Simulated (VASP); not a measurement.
The system is NaAl2Rh3.

```
CELL_PARAMETERS angstrom
5.06569 0.00000 0.00000
-2.53284 4.38701 0.00000
0.00000 0.00000 4.09233
ATOMIC_POSITIONS crystal
Na 0.00000 0.00000 0.00000
Al 0.33333 0.66667 0.00000
Al 0.66667 0.33333 0.00000
Rh 0.50000 0.00000 0.50000
Rh 0.00000 0.50000 0.50000
Rh 0.50000 0.50000 0.50000
```

The cell was built from a structure type or drawn by symmetry, and may not be a known phase.

- Program: VASP 6.6.1
- Task: relaxation of cell and atoms
- Functional: PBE
- Potentials or basis: VASP PAW PBE potentials, release 64 (Na_pv, Al, Rh_pv)
- Cutoff: 500 eV
- k mesh: 6 × 6 × 4
- Occupations: gaussian, width 0.1 eV
- Spin: no spin polarisation

At the start: pressure 18.6 GPa; volume 15.16 Å³/atom.

Problem. Where does the relaxation end?

Solution. Over 8 steps the energy falls by 194.7 meV/atom and the volume is 17.15 Å³/atom (+13.2 %); space group P6/mmm (No. 191, to 0.1 Å) before and after.

Step by step:
```
step  energy change (eV)  largest force (eV/Å)  pressure (GPa)  volume (Å³)
   1              0.0000                0.0000           18.62        90.94
   2             -0.6208                0.0000          -11.07       115.71
   3             -0.9758                0.0000           -3.01       104.88
   4             -1.1549                0.0000            0.31       102.32
   5             -1.1618                0.0000            1.20       101.73
   6             -1.1617                0.0000            1.33       101.67
   7             -1.1674                0.0000           -0.42       103.33
   8             -1.1681                0.0000            0.00       102.92
```

Final structure:
```cif
data_structure
_symmetry_space_group_name_H-M 'P 1'
_symmetry_Int_Tables_number 1
_cell_length_a 5.5397
_cell_length_b 5.5397
_cell_length_c 3.8723
_cell_angle_alpha 90.000
_cell_angle_beta 90.000
_cell_angle_gamma 120.000
_cell_volume 102.92
loop_
_atom_site_label
_atom_site_type_symbol
_atom_site_fract_x
_atom_site_fract_y
_atom_site_fract_z
_atom_site_occupancy
Na1 Na 0.00000 0.00000 0.00000 1
Al1 Al 0.33333 0.66667 0.00000 1
Al2 Al 0.66667 0.33333 0.00000 1
Rh1 Rh 0.50000 0.00000 0.50000 1
Rh2 Rh 0.00000 0.50000 0.50000 1
Rh3 Rh 0.50000 0.50000 0.50000 1
```

Caveat: the k points lie up to 0.41 Å⁻¹ apart in the final cell, too coarse for converged energies and pressures of a metal.
